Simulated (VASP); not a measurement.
# CaSe (F-43m) in VASP: notebook

The runs below take CaSe through single point, with r2SCAN.

Program: VASP 6.6.1. These are calculated values, not measurements. Logs are shortened: lines on timing, memory, paths and dates and some standing lists are left out, and cuts for length are marked.

### 1 The cell of the first run

Symmetry: F-43m, No. 216, cubic system. The conventional cell has a = 6.581 Å, b = 6.581 Å, c = 6.581 Å, α = 90.00°, β = 90.00°, γ = 90.00°. Within 3.8 Å of Ca (site symmetry -43m) lie 4 Se at 2.85 Å. Within 3.8 Å of Se (site symmetry -43m) lie 4 Ca at 2.85 Å.

### 2 Single point, r2SCAN

POSCAR

```
CaSe
1.0
    0.0000000000      3.2907332018      3.2907332018
    3.2907332018      0.0000000000      3.2907332018
    3.2907332018      3.2907332018      0.0000000000
Ca Se
1 1
Direct
    0.0000000000      0.0000000000      0.0000000000
    0.2500000000      0.2500000000      0.2500000000
```

INCAR.step1

```
SYSTEM = CaSe
  ALGO = Normal
  EDIFF = 1E-4
  ENCUT = 520
  GGA = PE
  ISMEAR = 0
  LASPH = .True.
  LCHARG = .False.
  LREAL = .False.
  LWAVE = .True.
  NBANDS = 15
  NELM = 80
  PREC = Accurate
  SIGMA = 0.05
```

INCAR.step2

```
SYSTEM = CaSe
  ALGO = Normal
  EDIFF = 1E-7
  ENCUT = 520
  ISIF = 2
  ISMEAR = 0
  ISTART = 1
  LASPH = .True.
  LCHARG = .False.
  LMIXTAU = .True.
  LREAL = .False.
  LWAVE = .False.
  METAGGA = R2SCAN
  NBANDS = 15
  NELM = 80
  PREC = Accurate
  SIGMA = 0.05
```

KPOINTS

```
k-points
0
Gamma
  6 6 6
  0 0 0
```

Potentials or basis: VASP PAW PBE potentials, release 64 (Ca_sv, Se).

On the command line:

```
> cat potpaw_PBE.64/Ca_sv/POTCAR potpaw_PBE.64/Se/POTCAR > POTCAR
> cp INCAR.step1 INCAR
> mpirun -np 1 vasp_std > vasp.out
> cp INCAR.step2 INCAR
> mpirun -np 1 vasp_std > vasp.out
```

OUTCAR:

```text
SYSTEM = CaSe
   EDIFF = 1E-7
   ENCUT = 520
   ISIF = 2
   ISMEAR = 0
   ISTART = 1
   LASPH = .True.
   LREAL = .False.
   METAGGA = R2SCAN
   NELM = 80
   PREC = Accurate

 ion  position               nearest neighbor table
   1  0.000  0.000  0.000-   2 2.85   2 2.85   2 2.85   2 2.85
   2  0.250  0.250  0.250-   1 2.85   1 2.85   1 2.85   1 2.85

  LATTYP: Found a face centered cubic cell.
 ALAT       =     6.5814664036

  Lattice vectors:

 A1 = (   0.0000000000,   3.2907332018,   3.2907332018)
 A2 = (   3.2907332018,   0.0000000000,   3.2907332018)
 A3 = (   3.2907332018,   3.2907332018,   0.0000000000)

Analysis of symmetry for initial positions (statically):
=====================================================================
 Subroutine PRICEL returns:
 Original cell was already a primitive cell.

 Routine SETGRP: Setting up the symmetry group for a
 face centered cubic supercell.

 Subroutine GETGRP returns: Found 24 space group operations
 (whereof 24 operations were pure point group operations)
 out of a pool of 48 trial point group operations.

The static configuration has the point symmetry T_d .

Analysis of symmetry for dynamics (positions and initial velocities):
=====================================================================
 Subroutine PRICEL returns:
 Original cell was already a primitive cell.

 Routine SETGRP: Setting up the symmetry group for a
 face centered cubic supercell.

 Subroutine GETGRP returns: Found 24 space group operations
 (whereof 24 operations were pure point group operations)
 out of a pool of 48 trial point group operations.

The dynamic configuration has the point symmetry T_d .

 Subroutine INISYM returns: Found 24 space group operations
 (whereof 24 operations are pure point group operations),
 and found     1 'primitive' translations

----------------------------------------------------------------------------------------

                                     Primitive cell

  volume of cell :      71.2702

  direct lattice vectors                    reciprocal lattice vectors
     0.000000000  3.290733202  3.290733202    -0.151941822  0.151941822  0.151941822
     3.290733202  0.000000000  3.290733202     0.151941822 -0.151941822  0.151941822
     3.290733202  3.290733202  0.000000000     0.151941822  0.151941822 -0.151941822

  length of vectors
     4.653799524  4.653799524  4.653799524     0.263170956  0.263170956  0.263170956

  position of ions in fractional coordinates (direct lattice)
     0.000000000  0.000000000  0.000000000
     0.250000000  0.250000000  0.250000000

  ion indices of the primitive-cell ions
   primitive index   ion index
                 1           1
                 2           2

----------------------------------------------------------------------------------------

 KPOINTS: k-points

Automatic generation of k-mesh.
 Grid dimensions read from file:
 generate k-points for:    6    6    6

 Generating k-lattice:

  Cartesian coordinates                     Fractional coordinates (reciprocal lattice)
    -0.025323637  0.025323637  0.025323637     0.166666667  0.000000000  0.000000000
     0.025323637 -0.025323637  0.025323637     0.000000000  0.166666667  0.000000000
     0.025323637  0.025323637 -0.025323637     0.000000000  0.000000000  0.166666667

  Length of vectors
     0.043861826  0.043861826  0.043861826

  Shift w.r.t. Gamma in fractional coordinates (k-lattice)
     0.000000000  0.000000000  0.000000000

 Subroutine IBZKPT returns following result:
 ===========================================

 Found     16 irreducible k-points:

 Following reciprocal coordinates:
            Coordinates               Weight
  0.000000  0.000000  0.000000      1.000000
  0.166667  0.000000  0.000000      8.000000
  0.333333  0.000000  0.000000      8.000000
  0.500000  0.000000  0.000000      4.000000
  0.166667  0.166667  0.000000      6.000000
  0.333333  0.166667  0.000000     24.000000
[... 8 lines left out ...]
 -0.333333  0.333333  0.166667     24.000000
 -0.333333  0.500000  0.166667     12.000000
   k-points           NKPTS =     16   k-points in BZ     NKDIM =     16   number of bands    NBANDS=     15
   number of dos      NEDOS =    301   number of ions     NIONS =      2
   total plane-waves  NPLWV =  46656
   dimension x,y,z NGX =    36 NGY =   36 NGZ =   36
   dimension x,y,z NGXF=    72 NGYF=   72 NGZF=   72
   ions per type =               1   1
   NGX,Y,Z   is equivalent  to a cutoff of  12.86, 12.86, 12.86 a.u.
   NGXF,Y,Z  is equivalent  to a cutoff of  25.72, 25.72, 25.72 a.u.
 SYSTEM =  CaSe
   PREC   = accura    normal or accurate (medium, high low for compatibility)
   ISTART =      1    job   : 0-new  1-cont  2-samecut
   ICHARG =      0    charge: 1-file 2-atom 10-const
   ISPIN  =      1    spin polarized calculation?
   LNONCOLLINEAR =      F non collinear calculations
   LSORBIT =      F    spin-orbit coupling
   LASPH  =      T    aspherical Exc in radial PAW
   ENCUT  =  520.0 eV  38.22 Ry    6.18 a.u.   8.65  8.65  8.65*2*pi/ulx,y,z
   NELM   =     80;   NELMIN=  2; NELMDL=  0     # of ELM steps
   EDIFF  = 0.1E-06   stopping-criterion for ELM
   LREAL  =      F    real-space projection
   EDIFFG = 0.1E-05   stopping-criterion for IOM
   NSW    =      0    number of steps for IOM
   IBRION =     -1    ionic relax: 0-MD 1-quasi-New 2-CG
   NFREE  =      0    steps in history (QN), initial steepest desc. (CG)
   ISIF   =      2    stress and relaxation
   ISYM   =      2    0-nonsym 1-usesym 2-fastsym
   POTIM  = 0.5000    time-step for ionic-motion
   TEBEG  =    0.0;   TEEND  =   0.0 temperature during run
   PSTRESS=    0.0 pullay stress
   NELECT =      16.0000    total number of electrons
   NUPDOWN=      -1.0000    fix difference up-down
   EMIN   =  10.00;   EMAX   =-10.00  energy-range for DOS
   EFERMI =   0.00;   METHOD = LEGACY
   ISMEAR =     0;   SIGMA  =   0.05  broadening in eV -4-tet -1-fermi 0-gaus
   EFERMI_NEDOS =   21; number of points for ismear=-14 and -15
   IALGO  =     38    algorithm
   IMIX   =      4    mixing-type and parameters
     AMIX     =   0.40;   BMIX     =  1.00
     AMIX_MAG =   1.60;   BMIX_MAG =  1.00
  volume/ion in A,a.u.               =      35.64       240.48
  Fermi-wavevector in a.u.,A,eV,Ry     =   0.994975  1.880230 13.469430  0.989975
  Thomas-Fermi vector in A             =   2.126963
   LORBIT       =      0    0 simple, 1 ext, 2 COOP (PROOUT), +10 PAW based schemes
   METAGGA = R2SCAN    functional components
   LHFCALC =     F    Hartree Fock is set to
   AEXX    =    0.0000 exact exchange contribution
   IVDW    =     0    specifies the selected vdW correction
   LEPSILON=     F    determine dielectric tensor
   LRPA    =     F    only Hartree local field effects (RPA)
 non-spin polarized calculation
 Gauss-broadening in eV      SIGMA  =   0.05
  energy-cutoff  :      520.00
  volume of cell :       71.27
 maximum number of plane-waves:      1936
 NGX is ok and might be reduce to    36
   NGX = 17   NGY = 17   NGZ = 17

 number of electron      16.0000002 magnetization

 Free energy of the ion-electron system (eV)
  ---------------------------------------------------
  ext. energy  EPLUGINS =         0.00000000
  ---------------------------------------------------
  free energy    TOTEN  =       -25.36025797 eV

  energy without entropy =      -25.36025797  energy(sigma->0) =      -25.36025797

 E-fermi :  -0.3333     XC(G=0):  -7.9750

 val. band max:       -0.6261009808   @ k =  -0.3333   0.1667   0.0000
 cond. band min:       3.0292808905   @ k =   0.0000   0.0000   0.0000
 fundamental gap:      3.6553818712
 Fermi energy:        -0.3333295588

 k-point     1 :       0.0000    0.0000    0.0000
  band No.  band energies     occupation
      1     -41.2618      2.00000
      2     -21.3904      2.00000
      3     -21.3904      2.00000
      4     -21.3904      2.00000
      5     -11.3312      2.00000
      6      -0.7121      2.00000
      7      -0.7121      2.00000
      8      -0.7121      2.00000
      9       3.0293      0.00000
     10       5.2974      0.00000
     11       5.2974      0.00000
     12       7.3119      0.00000
     13       7.3119      0.00000
     14       7.3119      0.00000
     15       9.0888      0.00000

 k-point     2 :       0.1667    0.0000    0.0000
  band No.  band energies     occupation
      1     -41.2614      2.00000
      2     -21.4019      2.00000
      3     -21.3919      2.00000
      4     -21.3918      2.00000
      5     -11.2661      2.00000
      6      -1.1025      2.00000
      7      -0.6902      2.00000
      8      -0.6902      2.00000
      9       3.7838      0.00000
     10       5.1717      0.00000
     11       5.1717      0.00000
     12       6.8616      0.00000
     13       7.3054      0.00000
     14       7.3054      0.00000
     15       8.3462      0.00000

 k-point     3 :       0.3333    0.0000    0.0000
  band No.  band energies     occupation
      1     -41.2605      2.00000
      2     -21.4245      2.00000
      3     -21.3946      2.00000
      4     -21.3946      2.00000
      5     -11.1344      2.00000
      6      -1.6377      2.00000
      7      -0.6528      2.00000
      8      -0.6528      2.00000
      9       4.8284      0.00000
     10       5.1898      0.00000
     11       5.1898      0.00000
     12       6.0685      0.00000
     13       6.7796      0.00000
     14       6.7796      0.00000
     15       8.0391      0.00000

 k-point     4 :       0.5000    0.0000    0.0000
  band No.  band energies     occupation
      1     -41.2601      2.00000
      2     -21.4357      2.00000
      3     -21.3960      2.00000
      4     -21.3960      2.00000
      5     -11.0678      2.00000
      6      -1.8393      2.00000
      7      -0.6374      2.00000
      8      -0.6374      2.00000
      9       4.9632      0.00000
     10       5.4133      0.00000
     11       5.4133      0.00000
     12       5.7300      0.00000
     13       6.2716      0.00000
     14       6.2716      0.00000
     15       8.7824      0.00000
[... 163 lines left out ...]
 k-point    14 :       0.5000    0.3333    0.1667
  band No.  band energies     occupation
      1     -41.2599      2.00000
      2     -21.4285      2.00000
      3     -21.4048      2.00000
      4     -21.3989      2.00000
      5     -11.0479      2.00000
      6      -1.5887      2.00000
      7      -0.9476      2.00000
      8      -0.6677      2.00000
      9       4.0017      0.00000
     10       4.9907      0.00000
     11       5.6978      0.00000
     12       6.4397      0.00000
     13       6.7901      0.00000
     14       6.9976      0.00000
     15       8.7339      0.00000

 k-point    15 :      -0.3333    0.3333    0.1667
  band No.  band energies     occupation
      1     -41.2596      2.00000
      2     -21.4323      2.00000
      3     -21.4084      2.00000
      4     -21.4009      2.00000
      5     -11.0042      2.00000
      6      -1.4862      2.00000
      7      -1.1694      2.00000
      8      -0.6805      2.00000
      9       3.8176      0.00000
     10       4.9376      0.00000
     11       5.6155      0.00000
     12       6.4165      0.00000
     13       6.6885      0.00000
     14       7.6704      0.00000
     15       8.9338      0.00000

 k-point    16 :      -0.3333    0.5000    0.1667
  band No.  band energies     occupation
      1     -41.2595      2.00000
      2     -21.4345      2.00000
      3     -21.4078      2.00000
      4     -21.4039      2.00000
      5     -10.9827      2.00000
      6      -1.5980      2.00000
      7      -1.0154      2.00000
      8      -0.7234      2.00000
      9       3.4657      0.00000
     10       4.8867      0.00000
     11       5.8810      0.00000
     12       6.1185      0.00000
     13       6.6424      0.00000
     14       8.2680      0.00000
     15       9.2362      0.00000

------------------------ aborting loop because EDIFF is reached ----------------------------------------

  FORCE on cell =-STRESS in cart. coord.  units (eV):
  Direction    XX          YY          ZZ          XY          YZ          ZX
  --------------------------------------------------------------------------------------
  -------------------------------------------------------------------------------------
  Total       -0.0797252     -0.0797252     -0.0797252      0.0000000      0.0000000      0.0000000
  in kB       -1.7922476     -1.7922476     -1.7922476      0.0000000      0.0000000      0.0000000
  external PRESSURE =      -1.7922476 kB  Pullay stress =       0.0000000 kB

 VOLUME and BASIS-vectors are now :
 -----------------------------------------------------------------------------
  energy-cutoff  :      520.00
  volume of cell :       71.27
      direct lattice vectors                 reciprocal lattice vectors
     0.000000000  3.290733202  3.290733202    -0.151941822  0.151941822  0.151941822
     3.290733202  0.000000000  3.290733202     0.151941822 -0.151941822  0.151941822
     3.290733202  3.290733202  0.000000000     0.151941822  0.151941822 -0.151941822

 POSITION                                       TOTAL-FORCE (eV/Angst)
 -----------------------------------------------------------------------------------
      0.00000      0.00000      0.00000         0.000000      0.000000      0.000000
      1.64537      1.64537      1.64537        -0.000000     -0.000000     -0.000000
 -----------------------------------------------------------------------------------
    total drift:                                0.000000      0.000000      0.000000

  FREE ENERGIE OF THE ION-ELECTRON SYSTEM (eV)
  ---------------------------------------------------
  free  energy   TOTEN  =       -25.3602579716 eV

  energy  without entropy=      -25.3602579716  energy(sigma->0) =      -25.36025797
```

It took 79 s on 1 thread of AMD EPYC 9R45 (Zen 5), shared host; peak memory 0.19 GiB.

What came out:

- Free energy: -25.3603 eV
- Pressure: -0.2 GPa
- Band gap on the k mesh: 3.66 eV, indirect (least direct gap 3.74 eV)

Levels at points of the mesh, in eV from the valence-band top:
```tsv
k point	band 4	band 5	band 6	band 7	band 8	band 9	band 10	band 11	band 12	band 13
(0.00, 0.00, 0.00)	-20.76	-10.71	-0.09	-0.09	-0.09	3.66	5.92	5.92	7.94	7.94
(0.50, 0.00, 0.00)	-20.77	-10.44	-1.21	-0.01	-0.01	5.59	6.04	6.04	6.36	6.90
(0.50, 0.50, 0.00)	-20.78	-10.36	-1.23	-0.05	-0.05	3.90	5.53	6.67	6.67	6.74
```

Caveat: the PAW data sets were made with another functional, which shifts forces and pressure a little.

(Continued in part 2 of 2.)
